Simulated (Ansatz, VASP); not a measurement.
**One calculation of Rh, two programs**

File INCAR:

```
SYSTEM = Rh
PREC = Accurate
ENCUT = 620
EDIFF = 1E-6
ISMEAR = -1
SIGMA = 0.05
LREAL = .FALSE.
LASPH = .TRUE.
NELM = 120
ALGO = Normal
ISIF = 2
LWAVE = .FALSE.
LCHARG = .FALSE.
GGA = CA
NBANDS = 14
GGA_COMPAT = .FALSE.
```

Contents of KPOINTS:

```
Automatic mesh
0
G
  12 12 12
  0 0 0
```

The input POSCAR:

```
Rh
1.0
    0.0000000000      1.8978500000      1.8978500000
    1.8978500000      0.0000000000      1.8978500000
    1.8978500000      1.8978500000      0.0000000000
Rh
1
Direct
    0.0000000000      0.0000000000      0.0000000000
```

Contents of input.yaml:

```yaml
crystal:
  lattice:
    - [0.0, 1.89785, 1.89785]
    - [1.89785, 0.0, 1.89785]
    - [1.89785, 1.89785, 0.0]
  atoms:
    - { symbol: Rh, position: [0.0, 0.0, 0.0] }
hamiltonian:
  xc: lda
  pseudopotentials: { kind: paw }
kpoints:
  mp_grid: { grid: [12, 12, 12] }
  band_path:
    path:
      - [[0.0, 0.0, 0.0], [0.5, 0.0, 0.5], [0.5, 0.25, 0.75], [0.375, 0.375, 0.75], [0.0, 0.0, 0.0], [0.5, 0.5, 0.5], [0.625, 0.25, 0.625], [0.5, 0.25, 0.75], [0.5, 0.5, 0.5], [0.375, 0.375, 0.75]]
      - [[0.625, 0.25, 0.625], [0.5, 0.0, 0.5]]
    npoints: 14
scf:
  occupations: { method: fermi_dirac, width: 0.05 }
  n_extra_bands: 6
output:
  forces: true
  stress: true
  eigenvalues: true
  fatbands: true
```

Alike in both runs: functional LDA; k mesh 12 × 12 × 12; occupations fermi-dirac, width 0.05 eV; no spin polarisation.

|  | VASP | Ansatz |
| --- | --- | --- |
| version | VASP 6.6.1 | Ansatz 0.2.0 |
| potentials or method | VASP PAW LDA potentials, release 64 (Rh_sv_GW) | Ansatz PAW |
| plane-wave cutoff (eV) | 620 | 420 |
| valence electrons in the cell | 17 | 17 |
| task | single point | band structure |

VASP gave:

```
gap on the k mesh at the Fermi level (eV) : none
pressure (GPa)                            : -9.5
```

Task: Which values does Ansatz return?

Result: gap on the k mesh at the Fermi level (eV): none; pressure (GPa): -9.9.

LDA's correlation is that of Perdew and Zunger in VASP and of Perdew and Wang (1992) in Ansatz. A gap of «none» marks a metal or a gap that the smearing closes.
